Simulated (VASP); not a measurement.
# AlN (P6_3mc) in VASP: a series of runs

AlN is run at these levels: LDA; tasks: vibrations by perturbation theory.

Everything below comes from runs of VASP 6.6.1. Logs are shortened: lines on timing, memory, paths and dates and some standing lists are left out, and cuts for length are marked.

## (1) The cell of the first run

It takes space group P6_3mc (No. 186, hexagonal). The conventional cell has a = 3.068 Å, b = 3.068 Å, c = 4.910 Å, α = 90.00°, β = 90.00°, γ = 120.00°. Al (site symmetry 3m) has 4 N at 1.86 to 1.88 Å within 2.5 Å. Within 2.5 Å of N (site symmetry 3m) lie 4 Al at 1.86 to 1.88 Å.

## (2) Vibrations by perturbation theory, LDA (10.01 Å³/atom)

Input file INCAR:

```
SYSTEM = AlN
ALGO = Normal
EDIFF = 1E-8
ENCUT = 520
IBRION = 8
ISIF = 2
ISMEAR = 0
LASPH = .True.
LCHARG = .False.
LREAL = .False.
LWAVE = .False.
NBANDS = 16
NELM = 60
NSW = 1
PREC = Accurate
SIGMA = 0.01
```

Input file KPOINTS:

```
k-points
0
Gamma
  8 8 4
  0 0 0
```

Input file POSCAR:

```
AlN
1.0
    3.0680424176      0.0000000000      0.0000000000
   -1.5340212088      2.6570026735      0.0000000000
    0.0000000000      0.0000000000      4.9100750002
Al N
2 2
Direct
    0.3333333333      0.6666666667     -0.0010583776
    0.6666666667      0.3333333333      0.4989416224
    0.3333333333      0.6666666667      0.3810583776
    0.6666666667      0.3333333333      0.8810583776
```

Potentials or basis: VASP PAW LDA potentials, release 64 (Al, N).

The run is started by

```sh
> cat potpaw_LDA.64/Al/POTCAR potpaw_LDA.64/N/POTCAR > POTCAR
> mpirun -np 1 vasp_std > vasp.out
```

OUTCAR:

```text
SYSTEM = AlN
   EDIFF = 1E-8
   ENCUT = 520
   IBRION = 8
   ISIF = 2
   ISMEAR = 0
   LASPH = .True.
   LREAL = .False.
   NELM = 60
   NSW = 1
   PREC = Accurate

 ion  position               nearest neighbor table
   1  0.333  0.667  0.999-   4 1.86   4 1.86   4 1.86   3 1.88   2 3.03   2 3.03   2 3.03   2 3.03
                             2 3.03   2 3.03
   2  0.667  0.333  0.499-   3 1.86   3 1.86   3 1.86   4 1.88   1 3.03   1 3.03   1 3.03   1 3.03
                             1 3.03   1 3.03
   3  0.333  0.667  0.381-   2 1.86   2 1.86   2 1.86   1 1.88
   4  0.667  0.333  0.881-   1 1.86   1 1.86   1 1.86   2 1.88

  LATTYP: Found a hexagonal cell.
 ALAT       =     3.0680424176
 C/A-ratio  =     1.6003934535

  Lattice vectors:

 A1 = (   3.0680424176,   0.0000000000,   0.0000000000)
 A2 = (  -1.5340212088,   2.6570026735,   0.0000000000)
 A3 = (   0.0000000000,   0.0000000000,   4.9100750002)

Analysis of symmetry for initial positions (statically):
=====================================================================
 Subroutine PRICEL returns:
 Original cell was already a primitive cell.

 Routine SETGRP: Setting up the symmetry group for a
 hexagonal supercell.

 Subroutine GETGRP returns: Found 12 space group operations
 (whereof  6 operations were pure point group operations)
 out of a pool of 24 trial point group operations.

The static configuration has the point symmetry C_3v.
 The point group associated with its full space group is C_6v.

Analysis of symmetry for dynamics (positions and initial velocities):
=====================================================================
 Subroutine PRICEL returns:
 Original cell was already a primitive cell.

 Routine SETGRP: Setting up the symmetry group for a
 hexagonal supercell.

 Subroutine GETGRP returns: Found 12 space group operations
 (whereof  6 operations were pure point group operations)
 out of a pool of 24 trial point group operations.

The dynamic configuration has the point symmetry C_3v.
 The point group associated with its full space group is C_6v.

 Subroutine INISYM returns: Found 12 space group operations
 (whereof  6 operations are pure point group operations),
 and found     1 'primitive' translations

----------------------------------------------------------------------------------------

                                     Primitive cell

  volume of cell :      40.0259

  direct lattice vectors                    reciprocal lattice vectors
     3.068042418  0.000000000  0.000000000     0.325940735  0.188181971  0.000000000
    -1.534021209  2.657002674  0.000000000     0.000000000  0.376363942  0.000000000
     0.000000000  0.000000000  4.910075000     0.000000000  0.000000000  0.203662877

  length of vectors
     3.068042418  3.068042418  4.910075000     0.376363942  0.376363942  0.203662877

  position of ions in fractional coordinates (direct lattice)
     0.333333333  0.666666667  0.998941622
     0.666666667  0.333333333  0.498941622
     0.333333333  0.666666667  0.381058378
     0.666666667  0.333333333  0.881058378

  ion indices of the primitive-cell ions
   primitive index   ion index
                 1           1
                 2           2
[... 129 lines left out ...]
 fundamental gap:      4.6036087418
 Fermi energy:         6.3773999100

 k-point     1 :       0.0000    0.0000    0.0000
  band No.  band energies     occupation
      1      -8.9840      2.00000
      2      -6.6246      2.00000
      3       0.0676      2.00000
      4       5.4146      2.00000
      5       5.4146      2.00000
      6       6.0805      2.00000
[... 433 lines left out ...]
      3       1.0399      2.00000
      4       1.0399      2.00000
      5       4.7615      2.00000
      6       4.7615      2.00000
[... 8 lines left out ...]
     15      19.7126      0.00000
     16      19.7126      0.00000

 [... further k-points ...]

------------------------ aborting loop because EDIFF is reached ----------------------------------------

  FORCE on cell =-STRESS in cart. coord.  units (eV):
  Direction    XX          YY          ZZ          XY          YZ          ZX
  --------------------------------------------------------------------------------------
  -------------------------------------------------------------------------------------
  Total        1.3206515      1.3206515      1.2088670      0.0000000      0.0000000      0.0000000
  in kB       52.8636726     52.8636726     48.3891092      0.0000000      0.0000000      0.0000000
  external PRESSURE =      51.3721515 kB  Pullay stress =       0.0000000 kB

 VOLUME and BASIS-vectors are now :
 -----------------------------------------------------------------------------
  energy-cutoff  :      520.00
  volume of cell :       40.03
      direct lattice vectors                 reciprocal lattice vectors
     3.068042418  0.000000000  0.000000000     0.325940735  0.188181971  0.000000000
    -1.534021209  2.657002674  0.000000000     0.000000000  0.376363942  0.000000000
     0.000000000  0.000000000  4.910075000     0.000000000  0.000000000  0.203662877

 POSITION                                       TOTAL-FORCE (eV/Angst)
 -----------------------------------------------------------------------------------
     -0.00000      1.77134      4.90488        -0.000000      0.000000     -0.000103
      1.53402      0.88567      2.44984         0.000000     -0.000000     -0.000103
     -0.00000      1.77134      1.87103         0.000000     -0.000000      0.000103
      1.53402      0.88567      4.32606        -0.000000      0.000000      0.000103
 -----------------------------------------------------------------------------------
    total drift:                               -0.000000     -0.000000      0.000172

  FREE ENERGIE OF THE ION-ELECTRON SYSTEM (eV)
  ---------------------------------------------------
  free  energy   TOTEN  =       -32.8259985109 eV

  energy  without entropy=      -32.8259985109  energy(sigma->0) =      -32.82599851

[... ionic steps 2 to 9 ...]

--------------------------------------- Ionic step       10  -------------------------------------------

------------------------ aborting loop because EDIFF is reached ----------------------------------------

[... ionic steps 11 to 11 ...]

--------------------------------------- Ionic step       12  -------------------------------------------

 Free energy of the ion-electron system (eV)
  ---------------------------------------------------
  ---------------------------------------------------
  free energy    TOTEN  =        -0.25148324 eV

  energy without entropy =       -0.25148324

------------------------ aborting loop because EDIFF is reached ----------------------------------------

 INTERNAL STRAIN TENSOR  FOR ION    3  DIRECTION 3   (eV/Angst):
 -----------------------------------------------------------------------------
     6.64316 -0.00000  0.00000
     0.00000  6.64316  0.00000
     0.00000 -0.00000-14.56523

 INTERNAL STRAIN TENSOR FOR ION    4 for displacements in x,y,z  (eV/Angst):
          X           Y           Z          XY          YZ          ZX
  --------------------------------------------------------------------------------
  x     0.00000     0.00000     0.00000    12.32428    -0.00000     6.33586
  y    12.32428   -12.32428     0.00000     0.00000     6.34537    -0.00000
  z     6.64316     6.64316   -14.56523     0.00000     0.00000     0.00000

 SECOND DERIVATIVES (NOT SYMMETRIZED)
 ------------------------------------
               1X          1Y          1Z          2X          2Y          2Z          3X          3Y          3Z          4X          4Y          4Z
  1X   -17.564184    0.000000    0.000000    0.702897    0.000000    0.000000    1.435297   -0.000000    0.000000   15.425989    0.000000    0.000000
  1Y     0.000000  -17.564184    0.000000   -0.000000    0.702897    0.000000    0.000000    1.435297    0.000000   -0.000000   15.425989    0.000000
  1Z     0.000000    0.000000  -22.922978    0.000000    0.000000    8.857448    0.000000    0.000000    7.483288    0.000000    0.000000    6.582242
  2X     0.702897    0.000000    0.000000  -17.564184    0.000000    0.000000   15.425989    0.000000   -0.000000    1.435297    0.000000   -0.000000
  2Y     0.000000    0.702897   -0.000000   -0.000000  -17.564184    0.000000   -0.000000   15.425989   -0.000000    0.000000    1.435297   -0.000000
  2Z     0.000000   -0.000000    8.857448    0.000000   -0.000000  -22.922978   -0.000000    0.000000    6.582242    0.000000    0.000000    7.483288
  3X     1.434909    0.000000   -0.000000   15.425387   -0.000000   -0.000000  -17.648660    0.000000   -0.000000    0.788364    0.000000    0.000000
  3Y    -0.000000    1.434909    0.000000    0.000000   15.425387    0.000000    0.000000  -17.648660    0.000000    0.000000    0.788364    0.000000
  3Z     0.000000    0.000000    7.435065    0.000000   -0.000000    6.622860    0.000000    0.000000  -21.548043   -0.000000    0.000000    7.490117
  4X    15.425387   -0.000000    0.000000    1.434909    0.000000    0.000000    0.788364    0.000000   -0.000000  -17.648660    0.000000    0.000000
  4Y     0.000000   15.425387   -0.000000   -0.000000    1.434909   -0.000000    0.000000    0.788364   -0.000000   -0.000000  -17.648660   -0.000000
  4Z     0.000000    0.000000    6.622860    0.000000    0.000000    7.435065    0.000000   -0.000000    7.490117    0.000000   -0.000000  -21.548043

 Eigenvectors and eigenvalues of the dynamical matrix
 ----------------------------------------------------

   1 f  =   22.525894 THz   141.534366 2PiTHz  751.382943 cm-1    93.159570 meV
             X         Y         Z           dx          dy          dz
     -0.000000  1.771335  4.904878    -0.000000   -0.000000    0.034652
      1.534021  0.885668  2.449841    -0.000000   -0.000000   -0.034652
     -0.000000  1.771335  1.871025     0.000000    0.000000   -0.706257
      1.534021  0.885668  4.326063     0.000000    0.000000    0.706257
[... 71 lines left out ...]
  12 f/i=    0.002476 THz     0.015559 2PiTHz    0.082598 cm-1     0.010241 meV
             X         Y         Z           dx          dy          dz
     -0.000000  1.771335  4.904878     0.000000    0.000000   -0.573690
      1.534021  0.885668  2.449841     0.000000    0.000000   -0.573690
     -0.000000  1.771335  1.871025     0.000000    0.000000   -0.413376
      1.534021  0.885668  4.326063     0.000000    0.000000   -0.413376

--------------------------------------------------------------------------------------------------------

 ELASTIC MODULI CONTR FROM IONIC RELAXATION (kBar)
 Direction    XX          YY          ZZ          XY          YZ          ZX
 --------------------------------------------------------------------------------
 XX        -919.8831    416.5016    551.8349      0.0000      0.0000     -0.0000
 YY         416.5016   -919.8831    551.8349      0.0000     -0.0000      0.0000
 ZZ         551.8349    551.8349  -1209.9046     -0.0000     -0.0000     -0.0000
 XY           0.0000      0.0000     -0.0000   -668.1923      0.0000      0.0000
 YZ           0.0000     -0.0000     -0.0000      0.0000   -176.0774      0.0000
 ZX          -0.0000      0.0000     -0.0000      0.0000      0.0000   -186.7648
 --------------------------------------------------------------------------------
```

Wall time 80 s (1 thread of Intel Xeon 6975P-C (Granite Rapids), shared host); peak memory 0.3 GiB.

What came out:

```yaml
Highest_phonon_frequency_at_Γ_LO-TO_splitting_left_out: 751 cm⁻¹
```

Phonon frequencies in cm⁻¹ (negative: imaginary):
```csv
q point,frequencies
"(0.000, 0.000, 0.000)",0 0 0 239 239 565 644 697 697 705 705 751
```

Caveat: the cell stands under pressure or tension, which shifts response properties.

## (3) Vibrations by perturbation theory, LDA (10.01 Å³/atom)

Input file INCAR:

```
  PREC = Accurate
  ENCUT = 520
  EDIFF = 1E-8
  ISMEAR = 0
  SIGMA = 0.01
  LREAL = F
  LASPH = T
  NELM = 60
  ALGO = Normal
  ISIF = 2
  LWAVE = F
  LCHARG = F
  GGA = CA
  IBRION = 8
  NSW = 1
```

Input file KPOINTS:

```
Automatic mesh
0
Gamma
  8 8 4
```

POSCAR is that of step 2.

Potentials or basis: VASP PAW LDA potentials, release 64 (Al, N).

The run is started by

```sh
> cat potpaw_LDA.64/Al/POTCAR potpaw_LDA.64/N/POTCAR > POTCAR
> mpirun -np 1 vasp_std > vasp.out
```

OUTCAR:

```text
PREC = Accurate
   ENCUT = 520
   EDIFF = 1E-8
   ISMEAR = 0
   LREAL = F
   LASPH = T
   NELM = 60
   ISIF = 2
   GGA = CA
   IBRION = 8
   NSW = 1

 ion  position               nearest neighbor table
   1  0.333  0.667  0.999-   4 1.86   4 1.86   4 1.86   3 1.88   2 3.03   2 3.03   2 3.03   2 3.03
                             2 3.03   2 3.03
   2  0.667  0.333  0.499-   3 1.86   3 1.86   3 1.86   4 1.88   1 3.03   1 3.03   1 3.03   1 3.03
                             1 3.03   1 3.03
   3  0.333  0.667  0.381-   2 1.86   2 1.86   2 1.86   1 1.88
[... 644 lines left out ...]
  4Z     0.000000    0.000000    6.622141    0.000000    0.000000    7.435924    0.000000   -0.000000    7.490774    0.000000    0.000000  -21.548839

 Eigenvectors and eigenvalues of the dynamical matrix
 ----------------------------------------------------

   1 f  =   22.526412 THz   141.537621 2PiTHz  751.400223 cm-1    93.161712 meV
             X         Y         Z           dx          dy          dz
     -0.000000  1.771335  4.904878     0.000000    0.000000    0.034584
      1.534021  0.885668  2.449841     0.000000    0.000000   -0.034584
     -0.000000  1.771335  1.871025    -0.000000   -0.000000   -0.706261
      1.534021  0.885668  4.326063    -0.000000   -0.000000    0.706261
[... 71 lines left out ...]
  12 f/i=    0.002432 THz     0.015280 2PiTHz    0.081121 cm-1     0.010058 meV
             X         Y         Z           dx          dy          dz
     -0.000000  1.771335  4.904878    -0.000000    0.000000   -0.573691
      1.534021  0.885668  2.449841    -0.000000    0.000000   -0.573691
     -0.000000  1.771335  1.871025    -0.000000    0.000000   -0.413375
      1.534021  0.885668  4.326063    -0.000000    0.000000   -0.413375

--------------------------------------------------------------------------------------------------------

 ELASTIC MODULI CONTR FROM IONIC RELAXATION (kBar)
 Direction    XX          YY          ZZ          XY          YZ          ZX
 --------------------------------------------------------------------------------
 XX        -919.8726    416.4944    551.8317     -0.0000     -0.0000     -0.0000
 YY         416.4944   -919.8726    551.8317      0.0000      0.0000      0.0000
 ZZ         551.8317    551.8317  -1209.8984     -0.0000     -0.0000     -0.0000
 XY          -0.0000      0.0000     -0.0000   -668.1835      0.0000     -0.0000
 YZ          -0.0000      0.0000     -0.0000      0.0000   -176.0668      0.0000
 ZX          -0.0000      0.0000     -0.0000      0.0000      0.0000   -186.7541
 --------------------------------------------------------------------------------
```

Wall time 71 s (1 thread of Intel Xeon 6975P-C (Granite Rapids), shared host); peak memory 0.28 GiB.

What came out:

- Highest phonon frequency at Γ, LO-TO splitting left out: 751 cm⁻¹

Phonon frequencies in cm⁻¹ (negative: imaginary):
```csv
q point,frequencies
"(0.000, 0.000, 0.000)",0 0 0 239 239 565 644 697 697 705 705 751
```

Caveat: the cell stands under pressure or tension, which shifts response properties.

[end of part 1 of 3]
